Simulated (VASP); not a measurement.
Input of a VASP 6.6.1 run:

INCAR

```
SYSTEM = CdS
  ALGO = Normal
  EDIFF = 1E-6
  ENCUT = 520
  GGA = RE
  ISIF = 2
  ISMEAR = -1
  IVDW = 12
  LASPH = .True.
  LCHARG = .True.
  LELF = .True.
  LREAL = .False.
  LVHAR = .True.
  LWAVE = .False.
  NBANDS = 16
  NELM = 60
  PREC = Accurate
  SIGMA = 0.05
```

KPOINTS

```
k-points
0
Gamma
  8 8 8
  0 0 0
```

Contents of POSCAR:

```
CdS
1.0
    0.0000000000      2.9174326461      2.9174326461
    2.9174326461      0.0000000000      2.9174326461
    2.9174326461      2.9174326461      0.0000000000
Cd S
1 1
Direct
    0.0000000000      0.0000000000      0.0000000000
    0.7500000000      0.7500000000      0.7500000000
```

Potentials or basis: VASP PAW PBE potentials, release 64 (Cd, S).

Run with:

```console
$ cat potpaw_PBE.64/Cd/POTCAR potpaw_PBE.64/S/POTCAR > POTCAR
$ mpirun -np 1 vasp_std > vasp.out
```

Task: Predict the dispersion energy per atom.

Result: -0.590 eV.

Task: Estimate the pressure.

Result: 0.3 GPa.

Task: Predict the band gap on the k mesh.

Result: 1.28 eV, direct.

Caveat: the PAW data sets were made with another functional, which shifts forces and pressure a little.
